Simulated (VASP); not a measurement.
# K (Fm-3m) in VASP: notebook

Aim: see how the results for K move with the level of theory and the settings. Levels: PBE, PBEsol. Tasks: single point.

Program: VASP 6.6.1. These are calculated values, not measurements. Logs are shortened: lines on timing, memory, paths and dates and some standing lists are left out, and cuts for length are marked.

**1. The cell of the first run**

It takes space group Fm-3m (No. 225, cubic). The conventional cell has a = 6.873 Å, b = 6.873 Å, c = 6.873 Å, α = 90.00°, β = 90.00°, γ = 90.00°.

**2. Single point, PBE (volume scaled by 1.04)**

The input, INCAR:

```
PREC = Accurate
ENCUT = 520
EDIFF = 1E-6
ISMEAR = -1
SIGMA = 0.05
LREAL = False
LASPH = True
NELM = 100
ALGO = Normal
ISIF = 2
LWAVE = False
LCHARG = False
GGA = PE
NBANDS = 10
```

The input, KPOINTS:

```
regular mesh
0
Gamma
  7 7 7
```

The input, POSCAR:

```
K
1.0
    0.0000000000      3.4365078421      3.4365078421
    3.4365078421      0.0000000000      3.4365078421
    3.4365078421      3.4365078421      0.0000000000
K
1
Direct
    0.0000000000      0.0000000000      0.0000000000
```

Potentials or basis: VASP PAW PBE potentials, release 64 (K_sv).

Run with:

```
> cat potpaw_PBE.64/K_sv/POTCAR > POTCAR
> mpirun -np 1 vasp_std > vasp.out
```

OUTCAR:

```text
PREC = Accurate
   ENCUT = 520
   EDIFF = 1E-6
   ISMEAR = -1
   LREAL = False
   LASPH = True
   NELM = 100
   ISIF = 2
   GGA = PE

 ion  position               nearest neighbor table
   1  0.000  0.000  0.000-

  LATTYP: Found a face centered cubic cell.
 ALAT       =     6.8730156842

  Lattice vectors:

 A1 = (   0.0000000000,   3.4365078421,   3.4365078421)
 A2 = (   3.4365078421,   0.0000000000,   3.4365078421)
 A3 = (   3.4365078421,   3.4365078421,   0.0000000000)

Analysis of symmetry for initial positions (statically):
=====================================================================
 Subroutine PRICEL returns:
 Original cell was already a primitive cell.

 Routine SETGRP: Setting up the symmetry group for a
 face centered cubic supercell.

 Subroutine GETGRP returns: Found 48 space group operations
 (whereof 48 operations were pure point group operations)
 out of a pool of 48 trial point group operations.

The static configuration has the point symmetry O_h .

Analysis of symmetry for dynamics (positions and initial velocities):
=====================================================================
 Subroutine PRICEL returns:
 Original cell was already a primitive cell.

 Routine SETGRP: Setting up the symmetry group for a
 face centered cubic supercell.

 Subroutine GETGRP returns: Found 48 space group operations
 (whereof 48 operations were pure point group operations)
 out of a pool of 48 trial point group operations.

The dynamic configuration has the point symmetry O_h .

 Subroutine INISYM returns: Found 48 space group operations
 (whereof 48 operations are pure point group operations),
 and found     1 'primitive' translations

----------------------------------------------------------------------------------------

                                     Primitive cell

  volume of cell :      81.1675

  direct lattice vectors                    reciprocal lattice vectors
     0.000000000  3.436507842  3.436507842    -0.145496540  0.145496540  0.145496540
     3.436507842  0.000000000  3.436507842     0.145496540 -0.145496540  0.145496540
     3.436507842  3.436507842  0.000000000     0.145496540  0.145496540 -0.145496540

  length of vectors
     4.859955997  4.859955997  4.859955997     0.252007399  0.252007399  0.252007399

  position of ions in fractional coordinates (direct lattice)
     0.000000000  0.000000000  0.000000000

[... 72 lines left out ...]
   EDIFFG = 0.1E-04   stopping-criterion for IOM
   NSW    =      0    number of steps for IOM
   IBRION =     -1    ionic relax: 0-MD 1-quasi-New 2-CG
   NFREE  =      0    steps in history (QN), initial steepest desc. (CG)
   ISIF   =      2    stress and relaxation
   ISYM   =      2    0-nonsym 1-usesym 2-fastsym
   POTIM  = 0.5000    time-step for ionic-motion
   TEBEG  =    0.0;   TEEND  =   0.0 temperature during run
   PSTRESS=    0.0 pullay stress
   NELECT =       9.0000    total number of electrons
   NUPDOWN=      -1.0000    fix difference up-down
   EMIN   =  10.00;   EMAX   =-10.00  energy-range for DOS
   EFERMI =   0.00;   METHOD = LEGACY
   ISMEAR =    -1;   SIGMA  =   0.05  broadening in eV -4-tet -1-fermi 0-gaus
   EFERMI_NEDOS =   21; number of points for ismear=-14 and -15
   IALGO  =     38    algorithm
   IMIX   =      4    mixing-type and parameters
     AMIX     =   0.40;   BMIX     =  1.00
     AMIX_MAG =   1.60;   BMIX_MAG =  1.00
  volume/ion in A,a.u.               =      81.17       547.75
  Fermi-wavevector in a.u.,A,eV,Ry     =   0.786493  1.486257  8.416178  0.618572
  Thomas-Fermi vector in A             =   1.891043
   LORBIT       =      0    0 simple, 1 ext, 2 COOP (PROOUT), +10 PAW based schemes
   GGA     = PE    functional components
   LHFCALC =     F    Hartree Fock is set to
   AEXX    =    0.0000 exact exchange contribution
   IVDW    =     0    specifies the selected vdW correction
   LEPSILON=     F    determine dielectric tensor
   LRPA    =     F    only Hartree local field effects (RPA)
 non-spin polarized calculation
  energy-cutoff  :      520.00
  volume of cell :       81.17
 maximum number of plane-waves:      2197
   NGX = 19   NGY = 19   NGZ = 19

 number of electron       9.0000001 magnetization

 Free energy of the ion-electron system (eV)
  ---------------------------------------------------
  ext. energy  EPLUGINS =         0.00000000
  ---------------------------------------------------
  free energy    TOTEN  =        -1.05187857 eV

  energy without entropy =       -1.04900492  energy(sigma->0) =       -1.05044174

 E-fermi :  -0.2534     XC(G=0):  -5.4192

 val. band max:       -0.4945711323   @ k =   0.4286   0.2857   0.0000
 cond. band min:      -0.1827993488   @ k =  -0.2857   0.2857   0.0000
 fundamental gap:      0.3117717834
 Fermi energy:        -0.2533682489

 k-point     1 :       0.0000    0.0000    0.0000
  band No.  band energies     occupation
      1     -32.5170      2.00000
      2     -15.9727      2.00000
      3     -15.9727      2.00000
      4     -15.9727      2.00000
      5      -2.3452      2.00000
      6       3.7873      0.00000
      7       3.7873      0.00000
      8       3.7873      0.00000
      9       4.9666      0.00000
     10       4.9666      0.00000
[... 235 lines left out ...]
 k-point    20 :      -0.2857    0.4286    0.1429
  band No.  band energies     occupation
      1     -32.5141      2.00000
      2     -16.0050      2.00000
      3     -16.0022      2.00000
      4     -15.9880      2.00000
      5       0.8610      0.00000
      6       1.2743      0.00000
      7       1.3880      0.00000
      8       2.8658      0.00000
      9       4.8365      0.00000
     10       5.4370      0.00000

------------------------ aborting loop because EDIFF is reached ----------------------------------------

  FORCE on cell =-STRESS in cart. coord.  units (eV):
  Direction    XX          YY          ZZ          XY          YZ          ZX
  --------------------------------------------------------------------------------------
  -------------------------------------------------------------------------------------
  Total       -0.1517565     -0.1517565     -0.1517565      0.0000000     -0.0000000      0.0000000
  in kB       -2.9955444     -2.9955444     -2.9955444      0.0000000     -0.0000000      0.0000000
  external PRESSURE =      -2.9955444 kB  Pullay stress =       0.0000000 kB

 VOLUME and BASIS-vectors are now :
 -----------------------------------------------------------------------------
  energy-cutoff  :      520.00
  volume of cell :       81.17
      direct lattice vectors                 reciprocal lattice vectors
     0.000000000  3.436507842  3.436507842    -0.145496540  0.145496540  0.145496540
     3.436507842  0.000000000  3.436507842     0.145496540 -0.145496540  0.145496540
     3.436507842  3.436507842  0.000000000     0.145496540  0.145496540 -0.145496540

 POSITION                                       TOTAL-FORCE (eV/Angst)
 -----------------------------------------------------------------------------------
      0.00000      0.00000      0.00000         0.000000      0.000000     -0.000000
 -----------------------------------------------------------------------------------
    total drift:                               -0.000000      0.000000      0.000000

  FREE ENERGIE OF THE ION-ELECTRON SYSTEM (eV)
  ---------------------------------------------------
  free  energy   TOTEN  =        -1.0518785721 eV

  energy  without entropy=       -1.0490049175  energy(sigma->0) =       -1.05044174
```

It took 25 s on 1 thread of Intel Xeon 8259CL, shared host; peak memory 0.19 GiB.

Results:

| Item | Value |
| --- | --- |
| Free energy | -1.0519 eV |
| Pressure | -0.3 GPa |

Levels at points of the mesh, in eV from the Fermi level:
```
           k point  band 1  band 2  band 3  band 4  band 5  band 6  band 7  band 8  band 9  band 10
(0.00, 0.00, 0.00)  -32.26  -15.72  -15.72  -15.72   -2.09    4.04    4.04    4.04    5.22     5.22
```

Caveat: the cell differs from its parent crystal (volume scaled by 1.04).

**3. Single point, PBE (volume scaled by 1.06)**

The input, INCAR:

```
SYSTEM = K
  PREC = Accurate
  ENCUT = 520
  EDIFF = 1E-6
  ISMEAR = -1
  SIGMA = 0.05
  LREAL = .FALSE.
  LASPH = .TRUE.
  NELM = 60
  ALGO = Normal
  ISIF = 2
  LWAVE = .FALSE.
  LCHARG = .FALSE.
  GGA = PE
  NBANDS = 10
```

The input, KPOINTS:

```
Automatic mesh
0
G
  7 7 7
  0 0 0
```

The input, POSCAR:

```
K
1.0
    0.0000000000      3.4583970173      3.4583970173
    3.4583970173      0.0000000000      3.4583970173
    3.4583970173      3.4583970173      0.0000000000
K
1
Direct
    0.0000000000      0.0000000000      0.0000000000
```

Potentials or basis: VASP PAW PBE potentials, release 64 (K_sv).

Run with:

```
> cat potpaw_PBE.64/K_sv/POTCAR > POTCAR
> mpirun -np 1 vasp_std > vasp.out
```

OUTCAR:

```text
SYSTEM = K
   PREC = Accurate
   ENCUT = 520
   EDIFF = 1E-6
   ISMEAR = -1
   LREAL = .FALSE.
   LASPH = .TRUE.
   NELM = 60
   ISIF = 2
   GGA = PE

 ion  position               nearest neighbor table
   1  0.000  0.000  0.000-

  LATTYP: Found a face centered cubic cell.
 ALAT       =     6.9167940346

  Lattice vectors:

 A1 = (   0.0000000000,   3.4583970173,   3.4583970173)
 A2 = (   3.4583970173,   0.0000000000,   3.4583970173)
 A3 = (   3.4583970173,   3.4583970173,   0.0000000000)

Analysis of symmetry for initial positions (statically):
=====================================================================
 Subroutine PRICEL returns:
 Original cell was already a primitive cell.

 Routine SETGRP: Setting up the symmetry group for a
 face centered cubic supercell.

 Subroutine GETGRP returns: Found 48 space group operations
 (whereof 48 operations were pure point group operations)
 out of a pool of 48 trial point group operations.

The static configuration has the point symmetry O_h .

Analysis of symmetry for dynamics (positions and initial velocities):
=====================================================================
 Subroutine PRICEL returns:
 Original cell was already a primitive cell.

 Routine SETGRP: Setting up the symmetry group for a
 face centered cubic supercell.

 Subroutine GETGRP returns: Found 48 space group operations
 (whereof 48 operations were pure point group operations)
 out of a pool of 48 trial point group operations.

The dynamic configuration has the point symmetry O_h .

 Subroutine INISYM returns: Found 48 space group operations
 (whereof 48 operations are pure point group operations),
 and found     1 'primitive' translations

----------------------------------------------------------------------------------------

                                     Primitive cell
[... 105 lines left out ...]
  volume/ion in A,a.u.               =      82.73       558.28
  Fermi-wavevector in a.u.,A,eV,Ry     =   0.781515  1.476850  8.309978  0.610766
  Thomas-Fermi vector in A             =   1.885049
   LORBIT       =      0    0 simple, 1 ext, 2 COOP (PROOUT), +10 PAW based schemes
   GGA     = PE    functional components
   LHFCALC =     F    Hartree Fock is set to
   AEXX    =    0.0000 exact exchange contribution
   IVDW    =     0    specifies the selected vdW correction
   LEPSILON=     F    determine dielectric tensor
   LRPA    =     F    only Hartree local field effects (RPA)
 non-spin polarized calculation
  energy-cutoff  :      520.00
  volume of cell :       82.73
 maximum number of plane-waves:      2243
   NGX = 19   NGY = 19   NGZ = 19

 number of electron       8.9999999 magnetization

 Free energy of the ion-electron system (eV)
  ---------------------------------------------------
  ext. energy  EPLUGINS =         0.00000000
  ---------------------------------------------------
  free energy    TOTEN  =        -1.04885076 eV

  energy without entropy =       -1.04593124  energy(sigma->0) =       -1.04739100

 E-fermi :  -0.2914     XC(G=0):  -5.3757

 val. band max:       -0.5293365276   @ k =   0.4286   0.2857   0.0000
 cond. band min:      -0.2209773320   @ k =  -0.2857   0.2857   0.0000
 fundamental gap:      0.3083591956
 Fermi energy:        -0.2914489595

 k-point     1 :       0.0000    0.0000    0.0000
  band No.  band energies     occupation
      1     -32.5675      2.00000
      2     -16.0240      2.00000
      3     -16.0240      2.00000
      4     -16.0240      2.00000
      5      -2.3565      2.00000
      6       3.7306      0.00000
      7       3.7306      0.00000
      8       3.7306      0.00000
      9       4.8967      0.00000
     10       4.8967      0.00000
[... 235 lines left out ...]
 k-point    20 :      -0.2857    0.4286    0.1429
  band No.  band energies     occupation
      1     -32.5648      2.00000
      2     -16.0540      2.00000
      3     -16.0514      2.00000
      4     -16.0382      2.00000
      5       0.8200      0.00000
      6       1.2231      0.00000
      7       1.3403      0.00000
      8       2.7848      0.00000
      9       4.7521      0.00000
     10       5.3560      0.00000

------------------------ aborting loop because EDIFF is reached ----------------------------------------

  FORCE on cell =-STRESS in cart. coord.  units (eV):
  Direction    XX          YY          ZZ          XY          YZ          ZX
  --------------------------------------------------------------------------------------
  -------------------------------------------------------------------------------------
  Total       -0.1781282     -0.1781282     -0.1781282      0.0000000     -0.0000000     -0.0000000
  in kB       -3.4497594     -3.4497594     -3.4497594      0.0000000     -0.0000000     -0.0000000
  external PRESSURE =      -3.4497594 kB  Pullay stress =       0.0000000 kB

 VOLUME and BASIS-vectors are now :
 -----------------------------------------------------------------------------
  energy-cutoff  :      520.00
  volume of cell :       82.73
      direct lattice vectors                 reciprocal lattice vectors
     0.000000000  3.458397017  3.458397017    -0.144575651  0.144575651  0.144575651
     3.458397017  0.000000000  3.458397017     0.144575651 -0.144575651  0.144575651
     3.458397017  3.458397017  0.000000000     0.144575651  0.144575651 -0.144575651

 POSITION                                       TOTAL-FORCE (eV/Angst)
 -----------------------------------------------------------------------------------
      0.00000      0.00000      0.00000         0.000000      0.000000      0.000000
 -----------------------------------------------------------------------------------
    total drift:                               -0.000000      0.000000      0.000000

  FREE ENERGIE OF THE ION-ELECTRON SYSTEM (eV)
  ---------------------------------------------------
  free  energy   TOTEN  =        -1.0488507562 eV

  energy  without entropy=       -1.0459312362  energy(sigma->0) =       -1.04739100
```

It took 27 s on 1 thread of Intel Xeon 8259CL, shared host; peak memory 0.19 GiB.

What came out:

- Free energy: -1.0489 eV
- Pressure: -0.3 GPa

Caveat: the cell differs from its parent crystal (volume scaled by 1.06).

**4. Single point, PBEsol**

This run uses another cell than the first one, of 78.05 Å³/atom, 0.962 times its volume.

The input, INCAR:

```
SYSTEM = K
PREC     = Accurate       ! precision mode
ENCUT    = 520            ! plane-wave cutoff, eV
EDIFF    = 1E-7           ! SCF threshold, eV
ISMEAR   = 0              ! smearing method
SIGMA    = 0.05           ! smearing width, eV
LREAL    = .False.        ! projectors in reciprocal space
LASPH    = .True.         ! aspherical terms in the spheres
NELM     = 100            ! most SCF steps
ALGO     = Normal         ! electronic algorithm
ISIF     = 2              ! what is computed and relaxed
LWAVE    = .False.        ! write WAVECAR
LCHARG   = .False.        ! write CHGCAR
GGA      = PS             ! functional
NBANDS   = 10             ! bands
```

The input, KPOINTS:

```
Automatic mesh
0
Gamma
  7 7 7
  0 0 0
```

The input, POSCAR:

```
K
1.0
    0.0000000000      3.3918728180      3.3918728180
    3.3918728180      0.0000000000      3.3918728180
    3.3918728180      3.3918728180      0.0000000000
K
1
Direct
    0.0000000000      0.0000000000      0.0000000000
```

Run with:

```
> cat potpaw_PBE.64/K_sv/POTCAR > POTCAR
> mpirun -np 1 vasp_std > vasp.out
```

It took 21 s on 1 thread of Intel Xeon 8259CL, shared host; peak memory 0.2 GiB.

The run converged. Its results:

* Free energy: -1.1369 eV
* Pressure: -0.3 GPa

Levels at points of the mesh, in eV from the Fermi level:
| k point | band 3 | band 4 | band 5 | band 6 | band 7 | band 8 |
| --- | --- | --- | --- | --- | --- | --- |
| (0.00, 0.00, 0.00) | -15.66 | -15.66 | -2.19 | 4.04 | 4.04 | 4.04 |

Caveat: the PAW data sets were made with another functional, which shifts forces and pressure a little.

**5. Single point, PBE**

This run uses another cell than the first one, of 78.05 Å³/atom, 0.962 times its volume.

The input, INCAR:

```
PREC = Accurate
ENCUT = 520
EDIFF = 1E-6
ISMEAR = -1
SIGMA = 0.05
LREAL = False
LASPH = True
NELM = 100
ALGO = Normal
ISIF = 2
LWAVE = False
LCHARG = False
GGA = PE
NBANDS = 10
```

The input, KPOINTS:

```
Automatic mesh
0
Gamma
  7 7 7
```

POSCAR is that of step 4.

Run with:

```
> cat potpaw_PBE.64/K_sv/POTCAR > POTCAR
> mpirun -np 1 vasp_std > vasp.out
```

Wall time 10 s (1 thread of Intel Xeon Platinum 8488C (Sapphire Rapids), shared host); peak memory 0.19 GiB.

The run converged. Its results:

```yaml
Free_energy: -1.0565 eV
Pressure: -0.2 GPa
```

Levels at points of the mesh, in eV from the Fermi level:
```csv
k point,band 3,band 4,band 5,band 6,band 7,band 8
"(0.00, 0.00, 0.00)",-15.69,-15.69,-2.15,4.08,4.08,4.08
```

**6. The runs side by side**

| level | cell | smearing | gap on the mesh (eV) | pressure (GPa) |
| --- | --- | --- | --- | --- |
| PBE | a = 4.860 Å, angles 60.0°, 1 atom | fermi-dirac 0.05 eV | none | -0.3 |
| PBE | a = 4.891 Å, angles 60.0°, 1 atom | fermi-dirac 0.05 eV | none | -0.3 |
| PBEsol | a = 4.797 Å, angles 60.0°, 1 atom | gaussian 0.05 eV | none | -0.3 |
| PBE | a = 4.797 Å, angles 60.0°, 1 atom | fermi-dirac 0.05 eV | none | -0.2 |

Alike in all rows: task single point; potentials or basis VASP PAW PBE potentials, release 64 (K_sv); no spin polarisation; k mesh 7 × 7 × 7; cutoff (eV) 520.

Caveats: the PAW data sets were made with another functional, which shifts forces and pressure a little (some runs).

Absolute energies hang on the potentials; compare differences alone.
